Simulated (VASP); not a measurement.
# Mg31O32 (a cell with a defect) in VASP: single point with PBEsol

Aim: the single point of Mg31O32 (a cell with a defect) with PBEsol.

All numbers are computed with VASP 6.6.1; they aren't measurements. Logs are shortened: lines on timing, memory, paths and dates and some standing lists are left out, and cuts for length are marked.

### 1 The cell of the first run

The cell holds a defect, 63 atoms: a = 8.429 Å, b = 8.429 Å, c = 8.429 Å, α = 90.00°, β = 90.00°, γ = 90.00°.

### 2 Single point, PBEsol

File INCAR:

```
SYSTEM = Mg31O32
ALGO = Normal
EDIFF = 1E-7
ENCUT = 520
GGA = PS
ISIF = 2
ISMEAR = -1
ISYM = 0
LASPH = .True.
LCHARG = .False.
LREAL = Auto
LWAVE = .False.
NBANDS = 164
NELM = 60
PREC = Accurate
SIGMA = 0.05
```

File KPOINTS:

```
Automatic mesh
0
Gamma
  1 1 1
  0.25 0.25 0.25
```

File POSCAR:

```
Mg31O32
1.0
    8.4288080000      0.0000000000      0.0000000000
    0.0000000000      8.4288080000      0.0000000000
    0.0000000000      0.0000000000      8.4288080000
O Mg
32 31
Direct
    0.2495520000      0.0005990000      0.9995640000
    0.2485220000      0.0004700000      0.4995460000
    0.2485370000      0.5006110000      0.9993700000
    0.2366370000      0.5006220000      0.4995300000
    0.7504600000      0.0007320000      0.9996980000
    0.7515180000      0.0009190000      0.4996850000
    0.7514980000      0.5007400000      0.9998750000
    0.7634350000      0.5007370000      0.4996670000
    0.9999540000      0.2502110000      0.9995460000
    0.9997670000      0.2491910000      0.4995440000
    0.0001000000      0.7511210000      0.9996850000
    0.0002590000      0.7521680000      0.4996980000
    0.4999370000      0.2491960000      0.9993870000
    0.4999650000      0.2372950000      0.4995440000
    0.5000580000      0.7521620000      0.9998740000
    0.5000790000      0.7641010000      0.4996730000
    0.9999480000      0.0005890000      0.2491630000
    0.0000930000      0.0007450000      0.7500920000
    0.9997800000      0.5005890000      0.2481010000
    0.0002660000      0.5007550000      0.7510960000
    0.4999330000      0.0004560000      0.2480990000
    0.5000700000      0.0009450000      0.7511070000
    0.4999430000      0.5006130000      0.2361930000
    0.5000780000      0.5007450000      0.7630480000
    0.2501680000      0.2508330000      0.2497280000
    0.2501910000      0.2508760000      0.7490440000
    0.2502210000      0.7500770000      0.2498000000
    0.2506130000      0.7504920000      0.7494290000
    0.7494330000      0.2508530000      0.2498150000
    0.7498300000      0.2512620000      0.7494080000
    0.7497960000      0.7504580000      0.2502030000
    0.7498670000      0.7505370000      0.7494880000
    0.0000030000      0.0006660000      0.9996260000
    0.0000380000      0.0006960000      0.4996370000
    0.0000340000      0.5006730000      0.9995990000
    0.9999580000      0.5006480000      0.4996070000
    0.5000080000      0.0006910000      0.9996220000
    0.5000150000      0.0006770000      0.4995960000
    0.5000200000      0.5006580000      0.9996570000
    0.2507510000      0.2514120000      0.9991210000
    0.2557260000      0.2564160000      0.4997830000
    0.2508840000      0.7498000000      0.9995990000
    0.2561330000      0.7445860000      0.4996230000
    0.7491570000      0.2515160000      0.9996000000
    0.7439260000      0.2567730000      0.4996090000
    0.7492670000      0.7499340000      0.0000940000
    0.7442650000      0.7449220000      0.4994740000
    0.2507680000      0.0002180000      0.2503760000
    0.2508970000      0.0006700000      0.7487400000
    0.2557160000      0.5008180000      0.2553350000
    0.2561430000      0.5006900000      0.7434580000
    0.7491330000      0.0006550000      0.2504930000
    0.7492570000      0.0011220000      0.7488800000
    0.7439270000      0.5006250000      0.2557260000
    0.7442840000      0.5005500000      0.7438820000
    0.9995720000      0.2514020000      0.2503720000
    0.0000320000      0.2515620000      0.7487260000
    0.0000000000      0.7497830000      0.2505060000
    0.0004920000      0.7499220000      0.7488640000
    0.5001740000      0.2563540000      0.2553180000
    0.4999870000      0.2567850000      0.7435220000
    0.5000130000      0.7446090000      0.2557620000
    0.4998610000      0.7449190000      0.7438530000
```

Potentials or basis: VASP PAW PBE potentials, release 64 (O, Mg).

Command:

```bash
$ cat potpaw_PBE.64/O/POTCAR potpaw_PBE.64/Mg/POTCAR > POTCAR
$ mpirun -np 1 vasp_std > vasp.out
```

OUTCAR:

```text
SYSTEM = Mg31O32
   EDIFF = 1E-7
   ENCUT = 520
   GGA = PS
   ISIF = 2
   ISMEAR = -1
   ISYM = 0
   LASPH = .True.
   LREAL = Auto
   NELM = 60
   PREC = Accurate

 ion  position               nearest neighbor table
   1  0.250  0.001  1.000-  33 2.10  37 2.11  42 2.11  48 2.11  40 2.11  49 2.11
   2  0.249  0.000  0.500-  34 2.09  48 2.10  49 2.10  38 2.12  43 2.16  41 2.16
   3  0.249  0.501  0.999-  35 2.09  42 2.10  40 2.10  39 2.12  51 2.16  50 2.16
   4  0.237  0.501  0.500-  36 1.99  51 2.06  43 2.06  50 2.06  41 2.06
   5  0.750  0.001  1.000-  33 2.10  37 2.11  44 2.11  52 2.11  46 2.11  53 2.11
   6  0.752  0.001  0.500-  34 2.09  52 2.10  53 2.10  38 2.12  45 2.16  47 2.16
   7  0.751  0.501  1.000-  35 2.09  46 2.10  44 2.10  39 2.12  54 2.16  55 2.16
   8  0.763  0.501  0.500-  36 1.99  54 2.06  45 2.06  47 2.06  55 2.06
   9  1.000  0.250  1.000-  33 2.10  35 2.11  40 2.11  44 2.11  57 2.11  56 2.11
  10  1.000  0.249  0.500-  34 2.09  56 2.10  57 2.10  36 2.12  45 2.16  41 2.16
  11  0.000  0.751  1.000-  33 2.10  35 2.11  42 2.11  59 2.11  58 2.11  46 2.11
  12  0.000  0.752  0.500-  34 2.09  59 2.10  58 2.10  36 2.12  43 2.16  47 2.16
  13  0.500  0.249  0.999-  37 2.09  40 2.10  44 2.10  39 2.12  61 2.16  60 2.16
  14  0.500  0.237  0.500-  38 1.99  45 2.06  61 2.06  60 2.06  41 2.06
  15  0.500  0.752  1.000-  37 2.09  42 2.10  46 2.10  39 2.12  62 2.16  63 2.16
  16  0.500  0.764  0.500-  38 1.99  62 2.06  43 2.06  63 2.06  47 2.06
  17  1.000  0.001  0.249-  33 2.10  34 2.11  58 2.11  56 2.11  52 2.11  48 2.11
[... 63 lines left out ...]
  57  0.000  0.252  0.749-  10 2.10  20 2.10  26 2.11  30 2.11  18 2.11   9 2.11  36 2.97  34 2.98
                            35 2.98  40 2.99  53 2.99  44 2.99  49 2.99  33 2.99  41 3.01  55 3.01
  58  0.000  0.750  0.251-  12 2.10  19 2.10  31 2.11  27 2.11  17 2.11  11 2.11  36 2.97  35 2.98
                            34 2.98  46 2.99  48 2.99  52 2.99  33 2.99  42 2.99  50 3.01  47 3.01
  59  0.000  0.750  0.749-  12 2.10  20 2.10  28 2.11  32 2.11  11 2.11  18 2.11  36 2.97  35 2.98
                            34 2.98  42 2.99  49 2.99  33 2.99  53 2.99  46 2.99  43 3.01  51 3.01
  60  0.500  0.256  0.255-  14 2.06  23 2.07  29 2.10  25 2.11  21 2.16  13 2.16  54 2.91  45 2.91
                            41 2.91  50 2.91  38 2.98  39 2.98  52 3.01  44 3.01  48 3.01  40 3.01
  61  0.500  0.257  0.744-  24 2.06  14 2.06  26 2.11  30 2.11  22 2.16  13 2.16  51 2.91  45 2.91
                            41 2.91  55 2.91  39 2.98  38 2.98  40 3.01  53 3.01  49 3.01  44 3.01
  62  0.500  0.745  0.256-  16 2.06  23 2.06  31 2.11  27 2.11  21 2.16  15 2.16  43 2.91  54 2.91
                            47 2.91  50 2.91  38 2.98  39 2.98  48 3.01  46 3.01  52 3.01  42 3.01
  63  0.500  0.745  0.744-  24 2.06  16 2.06  28 2.10  32 2.11  15 2.16  22 2.16  51 2.91  43 2.91
                            47 2.91  55 2.91  38 2.98  39 2.98  49 3.01  42 3.01  53 3.01  46 3.01

IMPORTANT INFORMATION: All symmetrisations will be switched off!
NOSYMM: (Re-)initialisation of all symmetry stuff for point group C_1.

----------------------------------------------------------------------------------------

                                     Primitive cell

  volume of cell :     598.8230

  direct lattice vectors                    reciprocal lattice vectors
     8.428808000  0.000000000  0.000000000     0.118640738  0.000000000  0.000000000
     0.000000000  8.428808000  0.000000000     0.000000000  0.118640738  0.000000000
     0.000000000  0.000000000  8.428808000     0.000000000  0.000000000  0.118640738

  length of vectors
     8.428808000  8.428808000  8.428808000     0.118640738  0.118640738  0.118640738

  position of ions in fractional coordinates (direct lattice)
     0.249552000  0.000599000  0.999564000
     0.248522000  0.000470000  0.499546000
     0.248537000  0.500611000  0.999370000
     0.236637000  0.500622000  0.499530000
     0.750460000  0.000732000  0.999698000
     0.751518000  0.000919000  0.499685000
[... 55 lines left out ...]
     0.500013000  0.744609000  0.255762000
     0.499861000  0.744919000  0.743853000

  ion indices of the primitive-cell ions
   primitive index   ion index
                 1           1
                 2           2
                 3           3
                 4           4
                 5           5
                 6           6
[... 55 lines left out ...]
                62          62
                63          63

----------------------------------------------------------------------------------------

 KPOINTS: Automatic mesh

Automatic generation of k-mesh.
 Grid dimensions read from file:
 generate k-points for:    1    1    1

 Generating k-lattice:

  Cartesian coordinates                     Fractional coordinates (reciprocal lattice)
     0.118640738  0.000000000  0.000000000     1.000000000  0.000000000  0.000000000
     0.000000000  0.118640738  0.000000000     0.000000000  1.000000000  0.000000000
     0.000000000  0.000000000  0.118640738     0.000000000  0.000000000  1.000000000

  Length of vectors
     0.118640738  0.118640738  0.118640738

  Shift w.r.t. Gamma in fractional coordinates (k-lattice)
     0.250000000  0.250000000  0.250000000

 Subroutine IBZKPT returns following result:
 ===========================================

 Found      4 irreducible k-points:

 Following reciprocal coordinates:
            Coordinates               Weight
  0.250000  0.250000  0.250000      2.000000
 -0.250000  0.250000  0.250000      2.000000
 -0.250000 -0.250000  0.250000      2.000000
  0.250000 -0.250000  0.250000      2.000000
   k-points           NKPTS =      4   k-points in BZ     NKDIM =      4   number of bands    NBANDS=    164
   number of dos      NEDOS =    301   number of ions     NIONS =     63
   total plane-waves  NPLWV = 262144
   dimension x,y,z NGX =    64 NGY =   64 NGZ =   64
   dimension x,y,z NGXF=   128 NGYF=  128 NGZF=  128
   ions per type =              32  31
   NGX,Y,Z   is equivalent  to a cutoff of  12.62, 12.62, 12.62 a.u.
   NGXF,Y,Z  is equivalent  to a cutoff of  25.25, 25.25, 25.25 a.u.
 SYSTEM =  Mg31O32
   PREC   = accura    normal or accurate (medium, high low for compatibility)
   ISTART =      0    job   : 0-new  1-cont  2-samecut
   ICHARG =      2    charge: 1-file 2-atom 10-const
   ISPIN  =      1    spin polarized calculation?
   LNONCOLLINEAR =      F non collinear calculations
   LSORBIT =      F    spin-orbit coupling
   LASPH  =      T    aspherical Exc in radial PAW
   ENCUT  =  520.0 eV  38.22 Ry    6.18 a.u.  15.67 15.67 15.67*2*pi/ulx,y,z
   NELM   =     60;   NELMIN=  2; NELMDL= -5     # of ELM steps
   EDIFF  = 0.1E-06   stopping-criterion for ELM
   LREAL  =      T    real-space projection
   EDIFFG = 0.1E-05   stopping-criterion for IOM
   NSW    =      0    number of steps for IOM
   IBRION =     -1    ionic relax: 0-MD 1-quasi-New 2-CG
   NFREE  =      0    steps in history (QN), initial steepest desc. (CG)
   ISIF   =      2    stress and relaxation
   ISYM   =      0    0-nonsym 1-usesym 2-fastsym
   POTIM  = 0.5000    time-step for ionic-motion
   TEBEG  =    0.0;   TEEND  =   0.0 temperature during run
   PSTRESS=    0.0 pullay stress
   NELECT =     254.0000    total number of electrons
   NUPDOWN=      -1.0000    fix difference up-down
   EMIN   =  10.00;   EMAX   =-10.00  energy-range for DOS
   EFERMI =   0.00;   METHOD = LEGACY
   ISMEAR =    -1;   SIGMA  =   0.05  broadening in eV -4-tet -1-fermi 0-gaus
   EFERMI_NEDOS =   21; number of points for ismear=-14 and -15
   IALGO  =     38    algorithm
   IMIX   =      4    mixing-type and parameters
     AMIX     =   0.40;   BMIX     =  1.00
     AMIX_MAG =   1.60;   BMIX_MAG =  1.00
  volume/ion in A,a.u.               =       9.51        64.14
  Fermi-wavevector in a.u.,A,eV,Ry     =   1.230042  2.324442 20.585657  1.513003
  Thomas-Fermi vector in A             =   2.364906
   LORBIT       =      0    0 simple, 1 ext, 2 COOP (PROOUT), +10 PAW based schemes
   GGA     = PS    functional components
   LHFCALC =     F    Hartree Fock is set to
   AEXX    =    0.0000 exact exchange contribution
   IVDW    =     0    specifies the selected vdW correction
   LEPSILON=     F    determine dielectric tensor
   LRPA    =     F    only Hartree local field effects (RPA)
 non-spin polarized calculation
  energy-cutoff  :      520.00
  volume of cell :      598.82
 maximum number of plane-waves:     16125
 NGX is ok and might be reduce to    64
   NGX = 31   NGY = 31   NGZ = 31

 number of electron     253.9999932 magnetization

 Free energy of the ion-electron system (eV)
  ---------------------------------------------------
  ext. energy  EPLUGINS =         0.00000000
  ---------------------------------------------------
  free energy    TOTEN  =      -390.20502533 eV

  energy without entropy =     -390.03763987  energy(sigma->0) =     -390.12133260

 E-fermi :   2.7806     XC(G=0): -11.1985

 val. band max:        2.7753549012   @ k =   0.2500   0.2500   0.2500
 cond. band min:       8.4564691731   @ k =   0.2500   0.2500   0.2500
 fundamental gap:      5.6811142720
 Fermi energy:         2.7806368079

 k-point     1 :       0.2500    0.2500    0.2500
  band No.  band energies     occupation
      1     -14.2371      2.00000
      2     -13.8701      2.00000
      3     -13.8697      2.00000
      4     -13.8031      2.00000
      5     -13.5586      2.00000
      6     -13.5582      2.00000
[... 557 lines left out ...]
    138      11.4240      0.00000
    139      11.4249      0.00000
 [bands above 139 left out]

------------------------ aborting loop because EDIFF is reached ----------------------------------------

  FORCE on cell =-STRESS in cart. coord.  units (eV):
  Direction    XX          YY          ZZ          XY          YZ          ZX
  --------------------------------------------------------------------------------------
  -------------------------------------------------------------------------------------
  Total       -1.3416605     -1.3623474     -1.3407155      0.0532439      0.0626261      0.0558804
  in kB       -3.5896717     -3.6450203     -3.5871433      0.1424563      0.1675589      0.1495105
  external PRESSURE =      -3.6072784 kB  Pullay stress =       0.0000000 kB

 VOLUME and BASIS-vectors are now :
 -----------------------------------------------------------------------------
  energy-cutoff  :      520.00
  volume of cell :      598.82
      direct lattice vectors                 reciprocal lattice vectors
     8.428808000  0.000000000  0.000000000     0.118640738  0.000000000  0.000000000
     0.000000000  8.428808000  0.000000000     0.000000000  0.118640738  0.000000000
     0.000000000  0.000000000  8.428808000     0.000000000  0.000000000  0.118640738

 POSITION                                       TOTAL-FORCE (eV/Angst)
 -----------------------------------------------------------------------------------
      2.10343      0.00505      8.42513        -0.003700      0.003557     -0.006246
      2.09474      0.00396      4.21058        -0.003541      0.008812      0.000802
      2.09487      4.21955      8.42350        -0.005324      0.003654      0.005365
      1.99457      4.21965      4.21044         0.018343     -0.001432      0.000200
      6.32548      0.00617      8.42626         0.003765      0.006222     -0.001087
      6.33440      0.00775      4.21175         0.002386     -0.007676     -0.003768
[... 55 lines left out ...]
      4.21451      6.27617      2.15577        -0.000646      0.008211     -0.016650
      4.21323      6.27878      6.26979         0.041827     -0.001447      0.001980
 -----------------------------------------------------------------------------------
    total drift:                               -0.004130      0.083790     -0.044358

  FREE ENERGIE OF THE ION-ELECTRON SYSTEM (eV)
  ---------------------------------------------------
  free  energy   TOTEN  =      -390.2050253294 eV

  energy  without entropy=     -390.0376398674  energy(sigma->0) =     -390.12133260
```

It took 9.8 min on 1 thread of Intel Xeon Platinum 8488C (Sapphire Rapids), shared host; peak memory 0.68 GiB.

Results:

```
Free energy            : -390.2050 eV
Pressure               : -0.4 GPa
Largest force          : 0.044 eV/Å
Band gap on the k mesh : zero (filled and empty bands touch)
```

Forces on the atoms (eV/Å):
```
O   -0.004  0.004 -0.006
O   -0.004  0.009  0.001
O   -0.005  0.004  0.005
O    0.018 -0.001  0.000
O    0.004  0.006 -0.001
O    0.002 -0.008 -0.004
O    0.005 -0.001 -0.011
O   -0.026  0.001  0.002
O   -0.002  0.000 -0.003
O    0.008 -0.007  0.001
O    0.000  0.005  0.000
O   -0.007  0.002 -0.004
O    0.003 -0.007  0.004
O   -0.002  0.018  0.002
O    0.000  0.004 -0.011
O    0.001 -0.026  0.001
O   -0.003  0.001 -0.005
O    0.003  0.006  0.001
O    0.007  0.005 -0.001
O   -0.007 -0.002  0.005
O    0.004  0.008 -0.001
O   -0.002 -0.007  0.004
O    0.000  0.001  0.031
O    0.001  0.001 -0.023
O    0.007  0.009  0.008
O    0.011  0.011  0.004
O    0.005  0.010  0.013
O   -0.006 -0.006 -0.015
O    0.009  0.013  0.006
O   -0.011 -0.007 -0.009
O   -0.007 -0.006 -0.008
O   -0.008 -0.004 -0.010
Mg   0.002 -0.001  0.001
Mg  -0.002 -0.003  0.000
Mg  -0.001 -0.002  0.002
Mg   0.009  0.001  0.001
Mg  -0.001 -0.003  0.000
Mg   0.001  0.001  0.003
Mg  -0.001  0.001 -0.003
Mg  -0.001 -0.002  0.043
Mg   0.005  0.001 -0.044
Mg   0.001  0.000  0.003
Mg  -0.015  0.012 -0.001
Mg   0.002 -0.001  0.002
Mg   0.012 -0.013  0.002
Mg  -0.001 -0.003 -0.038
Mg  -0.001 -0.002  0.042
Mg  -0.002  0.036 -0.002
Mg  -0.003 -0.002  0.004
Mg   0.005 -0.042  0.002
Mg  -0.014 -0.001  0.017
Mg   0.003 -0.001  0.000
Mg   0.002 -0.039  0.001
Mg   0.011  0.002 -0.014
Mg  -0.003  0.037  0.000
Mg   0.038 -0.002 -0.002
Mg  -0.002 -0.005  0.005
Mg   0.002  0.001 -0.002
Mg  -0.039  0.000  0.002
Mg  -0.043  0.005  0.004
Mg   0.003 -0.014  0.012
Mg  -0.001  0.008 -0.017
Mg   0.042 -0.001  0.002
```

Caveat: the k points lie up to 0.75 Å⁻¹ apart; the PAW data sets were made with another functional, which shifts forces and pressure a little.
